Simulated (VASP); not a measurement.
# Ag (Im-3m) in VASP: further runs, part 2 of 2

VASP 6.6.1. Earlier steps stand in the parts before.

### 3 Density of states, PBEsol

POSCAR

```
Ag
1.0
   -1.6556500000      1.6556500000      1.6556500000
    1.6556500000     -1.6556500000      1.6556500000
    1.6556500000      1.6556500000     -1.6556500000
Ag
1
Direct
    0.0000000000      0.0000000000      0.0000000000
```

INCAR.step1

```
SYSTEM = Ag
PREC = Accurate ; ENCUT = 520
EDIFF = 1E-6 ; ISMEAR = -1
SIGMA = 0.3 ; LREAL = .False.
LASPH = .True. ; NELM = 80
ALGO = Normal ; ISIF = 2
LWAVE = .False. ; LCHARG = .True.
LMAXMIX = 4 ; GGA = PS
NBANDS = 12
```

KPOINTS.step1

```
Automatic mesh
0
Gamma
  7 7 7
  0 0 0
```

INCAR.step2

```
SYSTEM = Ag
PREC = Accurate ; ENCUT = 520
EDIFF = 1E-6 ; ISMEAR = -5
SIGMA = 0.3 ; LREAL = .False.
LASPH = .True. ; NELM = 80
ALGO = Normal ; ISIF = 2
LWAVE = .False. ; LCHARG = .False.
LMAXMIX = 4 ; GGA = PS
LORBIT = 10 ; NBANDS = 12
NEDOS = 1001 ; ICHARG = 11
```

KPOINTS.step2

```
Automatic mesh
0
Gamma
  11 11 11
  0 0 0
```

Potentials or basis: VASP PAW PBE potentials, release 64 (Ag).

Launch:

```
$ cat potpaw_PBE.64/Ag/POTCAR > POTCAR
$ cp INCAR.step1 INCAR
$ cp KPOINTS.step1 KPOINTS
$ mpirun -np 1 vasp_std > vasp.out
$ cp INCAR.step2 INCAR
$ cp KPOINTS.step2 KPOINTS
$ mpirun -np 1 vasp_std > vasp.out
```

OUTCAR:

```text
SYSTEM = Ag
   PREC = Accurate
   ENCUT = 520
   EDIFF = 1E-6
   ISMEAR = -5
   LREAL = .False.
   LASPH = .True.
   NELM = 80
   ISIF = 2
   GGA = PS
   LORBIT = 10
   ICHARG = 11

 ion  position               nearest neighbor table
   1  0.000  0.000  0.000-

  LATTYP: Found a body centered cubic cell.
 ALAT       =     3.3113000000

  Lattice vectors:

 A1 = (  -1.6556500000,   1.6556500000,   1.6556500000)
 A2 = (   1.6556500000,  -1.6556500000,   1.6556500000)
 A3 = (   1.6556500000,   1.6556500000,  -1.6556500000)

Analysis of symmetry for initial positions (statically):
=====================================================================
 Subroutine PRICEL returns:
 Original cell was already a primitive cell.

 Routine SETGRP: Setting up the symmetry group for a
 body centered cubic supercell.

 Subroutine GETGRP returns: Found 48 space group operations
 (whereof 48 operations were pure point group operations)
 out of a pool of 48 trial point group operations.

The static configuration has the point symmetry O_h .

Analysis of symmetry for dynamics (positions and initial velocities):
=====================================================================
 Subroutine PRICEL returns:
 Original cell was already a primitive cell.

 Routine SETGRP: Setting up the symmetry group for a
 body centered cubic supercell.

 Subroutine GETGRP returns: Found 48 space group operations
 (whereof 48 operations were pure point group operations)
 out of a pool of 48 trial point group operations.

The dynamic configuration has the point symmetry O_h .

 Subroutine INISYM returns: Found 48 space group operations
 (whereof 48 operations are pure point group operations),
 and found     1 'primitive' translations

[... 116 lines left out ...]
  Fermi-wavevector in a.u.,A,eV,Ry     =   1.385321  2.617878 26.111148  1.919115
  Thomas-Fermi vector in A             =   2.509742
   LORBIT       =     10    0 simple, 1 ext, 2 COOP (PROOUT), +10 PAW based schemes
   GGA     = PS    functional components
   LHFCALC =     F    Hartree Fock is set to
   AEXX    =    0.0000 exact exchange contribution
   IVDW    =     0    specifies the selected vdW correction
   LEPSILON=     F    determine dielectric tensor
   LRPA    =     F    only Hartree local field effects (RPA)
 non-spin polarized calculation
 Fermi weights with tetrahedron method with Bloechl corrections
  energy-cutoff  :      520.00
  volume of cell :       18.15
 maximum number of plane-waves:       498
 NGX is ok and might be reduce to    24

 number of electron      11.0000001 magnetization

 Free energy of the ion-electron system (eV)
  ---------------------------------------------------
  ext. energy  EPLUGINS =         0.00000000
  ---------------------------------------------------
  free energy    TOTEN  =        -3.23922085 eV

  energy without entropy =       -3.23922085  energy(sigma->0) =       -3.23922085

 E-fermi :   7.4585     XC(G=0): -12.0420

 val. band max:        7.3255592775   @ k =  -0.3636   0.4545   0.0909
 cond. band min:       7.5384717179   @ k =  -0.4545   0.4545   0.0909
 fundamental gap:      0.2129124405
 Fermi energy:         7.4585116243

 k-point     1 :       0.0000    0.0000    0.0000
  band No.  band energies     occupation
      1       0.0206      2.00000
      2       2.7283      2.00000
      3       2.7283      2.00000
      4       2.7283      2.00000
      5       3.9445      2.00000
      6       3.9445      2.00000
      7      25.1039      0.00000
      8      25.1039      0.00000
      9      25.1039      0.00000
     10      30.4550      0.00000
     11      30.4550      0.00000
     12      30.4554      0.00000
[... 331 lines left out ...]
 k-point    24 :       0.3636    0.1818    0.0909
  band No.  band energies     occupation
      1       1.9100      2.00000
      2       2.1815      2.00000
      3       3.3776      2.00000
      4       3.9833      2.00000
      5       4.0911      2.00000
      6      10.0611     -0.02331
      7      11.5276      0.00000
      8      15.9033      0.00000
      9      18.3973      0.00000
     10      29.3759      0.00000
     11      31.8681      0.00000
     12      33.2513      0.00000

 [... further k-points ...]
[... 5 lines left out ...]
  --------------------------------------------------------------------------------------
  -------------------------------------------------------------------------------------
  Total       -0.8422846     -0.8422846     -0.8422846      0.0000000      0.0000000      0.0000000
  in kB      -74.3367958    -74.3367958    -74.3367958      0.0000000      0.0000000      0.0000000
  external PRESSURE =     -74.3367958 kB  Pullay stress =       0.0000000 kB

 VOLUME and BASIS-vectors are now :
 -----------------------------------------------------------------------------
  energy-cutoff  :      520.00
  volume of cell :       18.15
      direct lattice vectors                 reciprocal lattice vectors
    -1.655650000  1.655650000  1.655650000     0.000000000  0.301996195  0.301996195
     1.655650000 -1.655650000  1.655650000     0.301996195  0.000000000  0.301996195
     1.655650000  1.655650000 -1.655650000     0.301996195  0.301996195  0.000000000

 POSITION                                       TOTAL-FORCE (eV/Angst)
 -----------------------------------------------------------------------------------
      0.00000      0.00000      0.00000        -0.000000      0.000000     -0.000000
 -----------------------------------------------------------------------------------
    total drift:                                0.000000     -0.000000      0.000000

  FREE ENERGIE OF THE ION-ELECTRON SYSTEM (eV)
  ---------------------------------------------------
  free  energy   TOTEN  =        -3.2392208481 eV

  energy  without entropy=       -3.2392208481  energy(sigma->0) =       -3.23922085

 total charge

# of ion       s       p       d       tot
------------------------------------------
    1        0.399   0.264   9.147   9.811
```

OUTCAR.step1:

```text
SYSTEM = Ag
   PREC = Accurate
   ENCUT = 520
   EDIFF = 1E-6
   ISMEAR = -1
   LREAL = .False.
[... 511 lines left out ...]
 -----------------------------------------------------------------------------------
      0.00000      0.00000      0.00000        -0.000000     -0.000000      0.000000
 -----------------------------------------------------------------------------------
    total drift:                               -0.000000      0.000000      0.000000

  FREE ENERGIE OF THE ION-ELECTRON SYSTEM (eV)
  ---------------------------------------------------
  free  energy   TOTEN  =        -3.2929623689 eV

  energy  without entropy=       -3.2195462505  energy(sigma->0) =       -3.25625431
```

Run time: 22 s. Hardware: 1 thread of Intel Xeon 8259CL, shared host; peak memory 0.14 GiB.

What came out:

| Quantity | Value |
| --- | --- |
| Valence electrons inside the program's atomic spheres | Ag 9.81 |

Levels at points of the mesh, in eV from the Fermi level:
```tsv
k point	band 3	band 4	band 5	band 6	band 7	band 8	band 9	band 10
(0.00, 0.00, 0.00)	-4.73	-4.73	-3.51	-3.51	17.65	17.65	17.65	23.00
```

Caveat: the k points lie up to 0.38 Å⁻¹ apart; the PAW data sets were made with another functional, which shifts forces and pressure a little; tetrahedron occupations give inexact forces and stress in metals.
